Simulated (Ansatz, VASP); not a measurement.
## Two plane-wave programs on Ca3Y

File INCAR:

```
  ALGO = Normal
  EDIFF = 1E-6
  ENCUT = 520
  ISIF = 2
  ISMEAR = -1
  LASPH = True
  LCHARG = False
  LREAL = False
  LWAVE = False
  NBANDS = 28
  NELM = 80
  PREC = Accurate
  SIGMA = 0.05
```

File KPOINTS:

```
k-points
0
Gamma
  6 6 6
```

File POSCAR:

```
Ca3Y
1.0
    0.0000000000      4.2455650000      4.2455650000
    4.2455650000      0.0000000000      4.2455650000
    4.2455650000      4.2455650000      0.0000000000
Ca Y
3 1
Direct
    0.2500000000      0.2500000000      0.2500000000
    0.7500000000      0.7500000000      0.7500000000
    0.5000000000      0.5000000000      0.5000000000
    0.0000000000      0.0000000000      0.0000000000
```

Input for Ansatz:

```yaml
crystal:
  lattice:
    - [0.0, 4.245565, 4.245565]
    - [4.245565, 0.0, 4.245565]
    - [4.245565, 4.245565, 0.0]
  atoms:
    - { symbol: Ca, position: [0.25, 0.25, 0.25] }
    - { symbol: Ca, position: [0.75, 0.75, 0.75] }
    - { symbol: Ca, position: [0.5, 0.5, 0.5] }
    - { symbol: "Y", position: [0.0, 0.0, 0.0] }
kpoints:
  mp_grid:
    grid: [6, 6, 6]
hamiltonian:
  xc: lda
scf:
  occupations:
    method: fermi_dirac
    width: 0.05
output:
  stress: true
```

Alike in both runs: task single point; functional LDA; k mesh 6 × 6 × 6; occupations fermi-dirac, width 0.05 eV; no spin polarisation.

|  | VASP | Ansatz |
| --- | --- | --- |
| version | VASP 6.6.1 | Ansatz 0.2.0 |
| potentials or method | VASP PAW LDA potentials, release 64 (Ca_sv, Y_sv) | plane waves, PAW |
| plane-wave cutoff (eV) | 520 | 420 |
| valence electrons in the cell | 41 | 41 |

```csv
,VASP,Ansatz,Ansatz less VASP
pressure (GPa),-2.2,-2.2,+0.02
```

LDA's correlation is that of Perdew and Zunger in VASP and of Perdew and Wang (1992) in Ansatz.
